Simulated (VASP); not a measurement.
# SrCl2 (Fm-3m) in VASP: notebook

The runs below take SrCl2 through single point, relaxation of the atoms, with PBE.

All numbers are computed with VASP 6.6.1; they aren't measurements. Logs are shortened: lines on timing, memory, paths and dates and some standing lists are left out, and cuts for length are marked.

### 1 The cell of the first run

It takes space group Fm-3m (No. 225, cubic). Conventional cell: a = 6.971 Å, b = 6.971 Å, c = 6.971 Å, α = 90.00°, β = 90.00°, γ = 90.00°. Within 4.0 Å of Sr (site symmetry m-3m) lie 8 Cl at 3.02 Å. Cl (site symmetry -43m) has 4 Sr at 3.02 Å and 6 Cl at 3.49 Å within 4.0 Å.

### 2 Single point, PBE

The input, INCAR:

```
ALGO = Normal
EDIFF = 1E-6
ENCUT = 520
GGA = PE
ISIF = 2
ISMEAR = -1
LASPH = True
LCHARG = False
LREAL = False
LWAVE = False
NBANDS = 19
NELM = 60
PREC = Accurate
SIGMA = 0.02
```

The input, KPOINTS:

```
k-points
0
Gamma
  7 7 7
```

The input, POSCAR:

```
SrCl2
1.0
    0.0000000000      3.4855000000      3.4855000000
    3.4855000000      0.0000000000      3.4855000000
    3.4855000000      3.4855000000      0.0000000000
Sr Cl
1 2
Direct
    0.0000000000      0.0000000000      0.0000000000
    0.2500000000      0.2500000000      0.2500000000
    0.7500000000      0.7500000000      0.7500000000
```

Potentials or basis: VASP PAW PBE potentials, release 64 (Sr_sv, Cl).

On the command line:

```bash
$ cat potpaw_PBE.64/Sr_sv/POTCAR potpaw_PBE.64/Cl/POTCAR > POTCAR
$ mpirun -np 1 vasp_std > vasp.out
```

OUTCAR:

```text
EDIFF = 1E-6
   ENCUT = 520
   GGA = PE
   ISIF = 2
   ISMEAR = -1
   LASPH = True
   LREAL = False
   NELM = 60
   PREC = Accurate

 ion  position               nearest neighbor table
   1  0.000  0.000  0.000-   3 3.02   3 3.02   3 3.02   2 3.02   3 3.02   2 3.02   2 3.02   2 3.02

   2  0.250  0.250  0.250-   1 3.02   1 3.02   1 3.02   1 3.02
   3  0.750  0.750  0.750-   1 3.02   1 3.02   1 3.02   1 3.02

  LATTYP: Found a face centered cubic cell.
 ALAT       =     6.9710000000

  Lattice vectors:

 A1 = (   0.0000000000,   3.4855000000,   3.4855000000)
 A2 = (   3.4855000000,   0.0000000000,   3.4855000000)
 A3 = (   3.4855000000,   3.4855000000,   0.0000000000)

Analysis of symmetry for initial positions (statically):
=====================================================================
 Subroutine PRICEL returns:
 Original cell was already a primitive cell.

 Routine SETGRP: Setting up the symmetry group for a
 face centered cubic supercell.

 Subroutine GETGRP returns: Found 48 space group operations
 (whereof 48 operations were pure point group operations)
 out of a pool of 48 trial point group operations.

The static configuration has the point symmetry O_h .

Analysis of symmetry for dynamics (positions and initial velocities):
=====================================================================
 Subroutine PRICEL returns:
 Original cell was already a primitive cell.

 Routine SETGRP: Setting up the symmetry group for a
 face centered cubic supercell.

 Subroutine GETGRP returns: Found 48 space group operations
 (whereof 48 operations were pure point group operations)
 out of a pool of 48 trial point group operations.

The dynamic configuration has the point symmetry O_h .

 Subroutine INISYM returns: Found 48 space group operations
 (whereof 48 operations are pure point group operations),
 and found     1 'primitive' translations

----------------------------------------------------------------------------------------

                                     Primitive cell

  volume of cell :      84.6887

  direct lattice vectors                    reciprocal lattice vectors
     0.000000000  3.485500000  3.485500000    -0.143451442  0.143451442  0.143451442
     3.485500000  0.000000000  3.485500000     0.143451442 -0.143451442  0.143451442
     3.485500000  3.485500000  0.000000000     0.143451442  0.143451442 -0.143451442

  length of vectors
     4.929241372  4.929241372  4.929241372     0.248465185  0.248465185  0.248465185

  position of ions in fractional coordinates (direct lattice)
     0.000000000  0.000000000  0.000000000
     0.250000000  0.250000000  0.250000000
     0.750000000  0.750000000  0.750000000

  ion indices of the primitive-cell ions
   primitive index   ion index
                 1           1
                 2           2
                 3           3

----------------------------------------------------------------------------------------

 KPOINTS: k-points

Automatic generation of k-mesh.
 Grid dimensions read from file:
 generate k-points for:    7    7    7

 Generating k-lattice:

  Cartesian coordinates                     Fractional coordinates (reciprocal lattice)
    -0.020493063  0.020493063  0.020493063     0.142857143  0.000000000  0.000000000
     0.020493063 -0.020493063  0.020493063     0.000000000  0.142857143  0.000000000
     0.020493063  0.020493063 -0.020493063     0.000000000  0.000000000  0.142857143

  Length of vectors
     0.035495026  0.035495026  0.035495026

  Shift w.r.t. Gamma in fractional coordinates (k-lattice)
     0.000000000  0.000000000  0.000000000

 Subroutine IBZKPT returns following result:
 ===========================================

 Found     20 irreducible k-points:

 Following reciprocal coordinates:
            Coordinates               Weight
  0.000000  0.000000  0.000000      1.000000
  0.142857  0.000000  0.000000      8.000000
  0.285714  0.000000  0.000000      8.000000
  0.428571  0.000000  0.000000      8.000000
  0.142857  0.142857  0.000000      6.000000
  0.285714  0.142857  0.000000     24.000000
[... 12 lines left out ...]
 -0.428571  0.428571  0.142857     24.000000
 -0.285714  0.428571  0.142857     24.000000
   k-points           NKPTS =     20   k-points in BZ     NKDIM =     20   number of bands    NBANDS=     19
   number of dos      NEDOS =    301   number of ions     NIONS =      3
   total plane-waves  NPLWV =  64000
   dimension x,y,z NGX =    40 NGY =   40 NGZ =   40
   dimension x,y,z NGXF=    80 NGYF=   80 NGZF=   80
   ions per type =               1   2
   NGX,Y,Z   is equivalent  to a cutoff of  13.49, 13.49, 13.49 a.u.
   NGXF,Y,Z  is equivalent  to a cutoff of  26.98, 26.98, 26.98 a.u.
 SYSTEM =  unknown system
   PREC   = accura    normal or accurate (medium, high low for compatibility)
   ISTART =      0    job   : 0-new  1-cont  2-samecut
   ICHARG =      2    charge: 1-file 2-atom 10-const
   ISPIN  =      1    spin polarized calculation?
   LNONCOLLINEAR =      F non collinear calculations
   LSORBIT =      F    spin-orbit coupling
   LASPH  =      T    aspherical Exc in radial PAW
   ENCUT  =  520.0 eV  38.22 Ry    6.18 a.u.   9.17  9.17  9.17*2*pi/ulx,y,z
   NELM   =     60;   NELMIN=  2; NELMDL= -5     # of ELM steps
   EDIFF  = 0.1E-05   stopping-criterion for ELM
   LREAL  =      F    real-space projection
   EDIFFG = 0.1E-04   stopping-criterion for IOM
   NSW    =      0    number of steps for IOM
   IBRION =     -1    ionic relax: 0-MD 1-quasi-New 2-CG
   NFREE  =      0    steps in history (QN), initial steepest desc. (CG)
   ISIF   =      2    stress and relaxation
   ISYM   =      2    0-nonsym 1-usesym 2-fastsym
   POTIM  = 0.5000    time-step for ionic-motion
   TEBEG  =    0.0;   TEEND  =   0.0 temperature during run
   PSTRESS=    0.0 pullay stress
   NELECT =      24.0000    total number of electrons
   NUPDOWN=      -1.0000    fix difference up-down
   EMIN   =  10.00;   EMAX   =-10.00  energy-range for DOS
   EFERMI =   0.00;   METHOD = LEGACY
   ISMEAR =    -1;   SIGMA  =   0.02  broadening in eV -4-tet -1-fermi 0-gaus
   EFERMI_NEDOS =   21; number of points for ismear=-14 and -15
   IALGO  =     38    algorithm
   IMIX   =      4    mixing-type and parameters
     AMIX     =   0.40;   BMIX     =  1.00
     AMIX_MAG =   1.60;   BMIX_MAG =  1.00
  volume/ion in A,a.u.               =      28.23       190.50
  Fermi-wavevector in a.u.,A,eV,Ry     =   1.075318  2.032056 15.732530  1.156308
  Thomas-Fermi vector in A             =   2.211171
   LORBIT       =      0    0 simple, 1 ext, 2 COOP (PROOUT), +10 PAW based schemes
   GGA     = PE    functional components
   LHFCALC =     F    Hartree Fock is set to
   AEXX    =    0.0000 exact exchange contribution
   IVDW    =     0    specifies the selected vdW correction
   LEPSILON=     F    determine dielectric tensor
   LRPA    =     F    only Hartree local field effects (RPA)
 non-spin polarized calculation
  energy-cutoff  :      520.00
  volume of cell :       84.69
 maximum number of plane-waves:      2293
 NGX is ok and might be reduce to    40
   NGX = 19   NGY = 19   NGZ = 19

 number of electron      24.0000003 magnetization

 Free energy of the ion-electron system (eV)
  ---------------------------------------------------
  ext. energy  EPLUGINS =         0.00000000
  ---------------------------------------------------
  free energy    TOTEN  =       -12.78081228 eV

  energy without entropy =      -12.78081228  energy(sigma->0) =      -12.78081228

 E-fermi :   0.5561     XC(G=0):  -8.2935

 val. band max:        0.1338974290   @ k =  -0.4286   0.4286   0.0000
 cond. band min:       5.5163008583   @ k =   0.0000   0.0000   0.0000
 fundamental gap:      5.3824034293
 Fermi energy:         0.5561063675

 k-point     1 :       0.0000    0.0000    0.0000
  band No.  band energies     occupation
      1     -32.7099      2.00000
      2     -14.7027      2.00000
      3     -14.7027      2.00000
      4     -14.7027      2.00000
      5     -13.1441      2.00000
      6     -12.2891      2.00000
[... 11 lines left out ...]
     18       9.2085      0.00000
     19       9.4976      0.00000

 k-point     2 :       0.1429    0.0000    0.0000
  band No.  band energies     occupation
      1     -32.7093      2.00000
      2     -14.7715      2.00000
      3     -14.7054      2.00000
      4     -14.7054      2.00000
      5     -13.0274      2.00000
      6     -12.3330      2.00000
[... 11 lines left out ...]
     18       8.9680      0.00000
     19       9.9170      0.00000

 k-point     3 :       0.2857    0.0000    0.0000
  band No.  band energies     occupation
      1     -32.7079      2.00000
      2     -14.8975      2.00000
      3     -14.7113      2.00000
      4     -14.7113      2.00000
      5     -12.8193      2.00000
      6     -12.3994      2.00000
[... 11 lines left out ...]
     18       8.7780      0.00000
     19       9.6060      0.00000

 k-point     4 :       0.4286    0.0000    0.0000
  band No.  band energies     occupation
      1     -32.7068      2.00000
      2     -14.9798      2.00000
      3     -14.7160      2.00000
      4     -14.7160      2.00000
      5     -12.7451      2.00000
      6     -12.3722      2.00000
[... 11 lines left out ...]
     18       8.7857      0.00000
     19       8.8589      0.00000

 k-point     5 :       0.1429    0.1429    0.0000
  band No.  band energies     occupation
      1     -32.7091      2.00000
      2     -14.7882      2.00000
      3     -14.7090      2.00000
      4     -14.7090      2.00000
      5     -12.9861      2.00000
      6     -12.3499      2.00000
[... 11 lines left out ...]
     18       8.9523      0.00000
     19       9.2367      0.00000

 k-point     6 :       0.2857    0.1429    0.0000
  band No.  band energies     occupation
      1     -32.7080      2.00000
      2     -14.8818      2.00000
      3     -14.7233      2.00000
      4     -14.7156      2.00000
      5     -12.7977      2.00000
      6     -12.4193      2.00000
[... 11 lines left out ...]
     18       8.8548      0.00000
     19       9.5316      0.00000

 k-point     7 :       0.4286    0.1429    0.0000
  band No.  band energies     occupation
      1     -32.7068      2.00000
      2     -14.9555      2.00000
      3     -14.7505      2.00000
      4     -14.7201      2.00000
      5     -12.6797      2.00000
      6     -12.4199      2.00000
[... 11 lines left out ...]
     18       8.8121      0.00000
     19       9.4666      0.00000

 k-point     8 :      -0.4286    0.1429    0.0000
  band No.  band energies     occupation
      1     -32.7064      2.00000
      2     -14.9696      2.00000
      3     -14.7680      2.00000
      4     -14.7191      2.00000
      5     -12.6744      2.00000
      6     -12.3895      2.00000
[... 168 lines left out ...]
 k-point    16 :      -0.4286    0.4286    0.0000
  band No.  band energies     occupation
      1     -32.7056      2.00000
      2     -15.0256      2.00000
      3     -14.7715      2.00000
      4     -14.7339      2.00000
      5     -12.5719      2.00000
      6     -12.3952      2.00000
[... 11 lines left out ...]
     18       9.4614      0.00000
     19       9.8690      0.00000

 k-point    17 :       0.4286    0.2857    0.1429
  band No.  band energies     occupation
      1     -32.7070      2.00000
      2     -14.9326      2.00000
      3     -14.7656      2.00000
      4     -14.7198      2.00000
      5     -12.6336      2.00000
      6     -12.4745      2.00000
[... 11 lines left out ...]
     18       8.5959      0.00000
     19       9.8251      0.00000

 k-point    18 :      -0.4286    0.2857    0.1429
  band No.  band energies     occupation
      1     -32.7062      2.00000
      2     -14.9428      2.00000
      3     -14.8242      2.00000
      4     -14.7254      2.00000
      5     -12.5737      2.00000
      6     -12.4460      2.00000
[... 11 lines left out ...]
     18       9.1167      0.00000
     19       9.8654      0.00000

 k-point    19 :      -0.4286    0.4286    0.1429
  band No.  band energies     occupation
      1     -32.7058      2.00000
      2     -14.9911      2.00000
      3     -14.7973      2.00000
      4     -14.7340      2.00000
      5     -12.5383      2.00000
      6     -12.4414      2.00000
[... 11 lines left out ...]
     18       9.3794      0.00000
     19      10.0770      0.00000

 k-point    20 :      -0.2857    0.4286    0.1429
  band No.  band energies     occupation
      1     -32.7057      2.00000
      2     -14.9285      2.00000
      3     -14.8745      2.00000
      4     -14.7331      2.00000
      5     -12.5099      2.00000
      6     -12.4545      2.00000
[... 11 lines left out ...]
     18       9.5354      0.00000
     19      10.6111      0.00000

------------------------ aborting loop because EDIFF is reached ----------------------------------------

  FORCE on cell =-STRESS in cart. coord.  units (eV):
  Direction    XX          YY          ZZ          XY          YZ          ZX
  --------------------------------------------------------------------------------------
  -------------------------------------------------------------------------------------
  Total        0.6149714      0.6149714      0.6149714     -0.0000000      0.0000000     -0.0000000
  in kB       11.6343002     11.6343002     11.6343002     -0.0000000      0.0000000     -0.0000000
  external PRESSURE =      11.6343002 kB  Pullay stress =       0.0000000 kB

 VOLUME and BASIS-vectors are now :
 -----------------------------------------------------------------------------
  energy-cutoff  :      520.00
  volume of cell :       84.69
      direct lattice vectors                 reciprocal lattice vectors
     0.000000000  3.485500000  3.485500000    -0.143451442  0.143451442  0.143451442
     3.485500000  0.000000000  3.485500000     0.143451442 -0.143451442  0.143451442
     3.485500000  3.485500000  0.000000000     0.143451442  0.143451442 -0.143451442

 POSITION                                       TOTAL-FORCE (eV/Angst)
 -----------------------------------------------------------------------------------
      0.00000      0.00000      0.00000        -0.000000      0.000000      0.000000
      1.74275      1.74275      1.74275         0.000000      0.000000      0.000000
      5.22825      5.22825      5.22825        -0.000000     -0.000000     -0.000000
 -----------------------------------------------------------------------------------
    total drift:                               -0.000000     -0.000000      0.000000

  FREE ENERGIE OF THE ION-ELECTRON SYSTEM (eV)
  ---------------------------------------------------
  free  energy   TOTEN  =       -12.7808122771 eV

  energy  without entropy=      -12.7808122771  energy(sigma->0) =      -12.78081228
```

Run time: 53 s. Hardware: 1 thread of Oxide Virtual Turin-like, shared host; peak memory 0.21 GiB.

Results:

```yaml
Free_energy: -12.7808 eV
Pressure: 1.2 GPa
Band_gap_on_the_k_mesh: 5.38 eV (least direct gap 5.69 eV)
```

Levels at points of the mesh, in eV from the valence-band top:
```tsv
k point	band 8	band 9	band 10	band 11	band 12	band 13	band 14	band 15	band 16	band 17
(0.00, 0.00, 0.00)	-2.10	-2.10	-0.30	-0.30	-0.30	5.38	6.13	6.13	9.07	9.07
```

Caveat: an odd mesh through Γ misses points on the zone boundary, where band edges can lie.

### 3 Relaxation of the atoms, PBE

The input, INCAR:

```
ALGO     = Normal         # electronic algorithm
EDIFF    = 1E-6           # SCF threshold, eV
EDIFFG   = -0.02          # ionic threshold
ENCUT    = 520            # plane-wave cutoff, eV
GGA      = PE             # functional
IBRION   = 2              # ionic algorithm
ISIF     = 2              # what is computed and relaxed
ISMEAR   = -1             # smearing method
LASPH    = True           # aspherical terms in the spheres
LCHARG   = False          # write CHGCAR
LREAL    = False          # projectors in reciprocal space
LWAVE    = False          # write WAVECAR
NELM     = 60             # most SCF steps
NSW      = 80             # ionic steps
PREC     = Accurate       # precision mode
SIGMA    = 0.02           # smearing width, eV
```

KPOINTS is that of step 2.

POSCAR is that of step 2.

Potentials or basis: VASP PAW PBE potentials, release 64 (Sr_sv, Cl).

On the command line:

```bash
$ cat potpaw_PBE.64/Sr_sv/POTCAR potpaw_PBE.64/Cl/POTCAR > POTCAR
$ mpirun -np 1 vasp_std > vasp.out
```

It took 59 s on 1 thread of Oxide Virtual Turin-like, shared host; peak memory 0.2 GiB.

It converged, with:

* Free energy: -12.7808 eV
* Pressure after relaxing: 1.2 GPa
* Band gap on the k mesh: 5.38 eV (least direct gap 5.69 eV)

Final structure:
```cif
data_structure
_symmetry_space_group_name_H-M 'P 1'
_symmetry_Int_Tables_number 1
_cell_length_a 4.9292
_cell_length_b 4.9292
_cell_length_c 4.9292
_cell_angle_alpha 60.000
_cell_angle_beta 60.000
_cell_angle_gamma 60.000
_cell_volume 84.69
loop_
_atom_site_label
_atom_site_type_symbol
_atom_site_fract_x
_atom_site_fract_y
_atom_site_fract_z
_atom_site_occupancy
Sr1 Sr 0.00000 0.00000 0.00000 1
Cl1 Cl 0.25000 0.25000 0.25000 1
Cl2 Cl 0.75000 0.75000 0.75000 1
```

Levels at points of the mesh, in eV from the valence-band top:
```csv
k point,band 8,band 9,band 10,band 11,band 12,band 13,band 14,band 15,band 16
"(0.00, 0.00, 0.00)",-2.10,-2.10,-0.30,-0.30,-0.30,5.38,6.13,6.13,9.07
```

Caveat: the relaxation stopped at its first step, so nothing moved; an odd mesh through Γ misses points on the zone boundary, where band edges can lie.
